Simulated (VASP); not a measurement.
Wanted: the native input for a VASP 6.6.1 run.

* Task: single point
* Functional: PBEsol
* Potentials or basis: VASP PAW PBE potentials, release 64 (Ta_pv, As)
* Cutoff: 520 eV
* k mesh: 10 × 10 × 10
* Occupations: fermi-dirac, width 0.02 eV
* Spin: no spin polarisation
* Dipole correction: no
* Further INCAR settings: ALGO = Normal; EDIFF = 1e-06; NBANDS = 24

The structure of TaAs lies in POSCAR:

```
TaAs
1.0
   -1.7137592640      1.7137592640      5.7974546950
    1.7137592640     -1.7137592640      5.7974546950
    1.7137592640      1.7137592640     -5.7974546950
Ta As
2 2
Direct
    0.5002804427      1.0002804427      0.5000000000
    0.7502804427      0.7502804427      0.0000000000
    0.0823189773      0.5823189773      0.5000000000
    0.3323189773      0.3323189773      0.0000000000
```

These files were run (other wordings do the same):

INCAR

```
SYSTEM = TaAs
ALGO = Normal ; EDIFF = 1E-6
ENCUT = 520 ; GGA = PS
ISIF = 2 ; ISMEAR = -1
LASPH = .True. ; LCHARG = .False.
LREAL = .False. ; LWAVE = .False.
NBANDS = 24 ; NELM = 80
PREC = Accurate ; SIGMA = 0.02
```

KPOINTS

```
k-points
0
Gamma
  10 10 10
  0 0 0
```

Potentials or basis: VASP PAW PBE potentials, release 64 (Ta_pv, As).

The run is started by

```console
$ cat potpaw_PBE.64/Ta_pv/POTCAR potpaw_PBE.64/As/POTCAR > POTCAR
$ mpirun -np 1 vasp_std > vasp.out
```

Results of the run:

```json
{
  "Pressure": "0.7 GPa",
  "Largest force": "0.003 eV/Å"
}
```

Caveat: the PAW data sets were made with another functional, which shifts forces and pressure a little.

Wall time 2.6 min on 1 thread of Intel(R) Xeon(R) 6975P-C (Granite Rapids) (shared host), peak memory 0.41 GiB.
